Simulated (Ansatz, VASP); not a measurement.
# Two plane-wave programs on K2PtO2

```
K Pt O
1.0
     3.61820    0.00000    0.00000
    -1.80910    3.13345    0.00000
     0.00000    0.00000    9.36004
K Pt O
2 1 2
Cartesian
  0.0000 2.0890 6.8986
  1.8091 1.0445 2.4615
  0.0000 0.0000 0.0000
  0.0000 2.0890 0.7936
  1.8091 1.0445 8.5664
```

Alike in both runs: functional PBE; k mesh 6 × 6 × 4; occupations gaussian, width 0.1 eV; no spin polarisation.

Ansatz relaxed the structure, and its values are those at the end. VASP's run is a single point on that final structure, the one shown.

|  | VASP | Ansatz |
| --- | --- | --- |
| version | VASP 6.6.1 | Ansatz 0.2.0 |
| potentials or method | VASP PAW PBE potentials, release 64 (K_sv, Pt, O), cutoff 520 eV | scalar-relativistic, plane waves, PAW |
| valence electrons in the cell | 40 | 48 |

VASP gave:

* gap on the k mesh at the Fermi level (eV): none
* pressure (GPa): 0.1
* rms of the force components (eV/Å): 0.009

Which values does Ansatz return?

gap on the k mesh at the Fermi level (eV): none; pressure (GPa): 0.1; rms of the force components (eV/Å): 0.001.

A gap of «none» marks a metal or a gap that the smearing closes. VASP's potentials hold 40 valence electrons a cell and Ansatz's 48, so a difference there can come from the potentials and not from the codes.

Neither program's run includes spin-orbit coupling.
